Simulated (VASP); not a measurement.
Se, 2 atoms in the cell. It takes space group Fd-3m (No. 227, cubic). The conventional cell has a = 4.961 Å, b = 4.961 Å, c = 4.961 Å, α = 90.00°, β = 90.00°, γ = 90.00°. Se (site symmetry -43m) has 4 Se at 2.15 Å within 2.8 Å.  This cell differs from its parent crystal: volume scaled by 0.52.

```yaml
Program: VASP 6.6.1
Task: single point
Functional: LDA
Potentials_or_basis: VASP PAW LDA potentials, release 64 (Se)
Cutoff: 520 eV
k_mesh: 11 × 11 × 11
Occupations: fermi-dirac, width 0.08 eV
Spin: no spin polarisation
Dipole_correction: no
Further_INCAR_settings: ALGO = Normal; EDIFF = 1e-06; NBANDS = 13
```

Potentials or basis: VASP PAW LDA potentials, release 64 (Se).

The run is started by

```console
$ cat potpaw_LDA.64/Se/POTCAR > POTCAR
$ mpirun -np 1 vasp_std > vasp.out
```

Hardware: 1 thread of Intel(R) Xeon(R) 6975P-C (Granite Rapids), with other jobs on the host.

Q: How long does it take, and how much memory?

A: It took 9.5 s on 1 thread of Intel(R) Xeon(R) 6975P-C (Granite Rapids) (shared host), peak memory 0.15 GiB. Counts: scf iterations 10, k points 56.
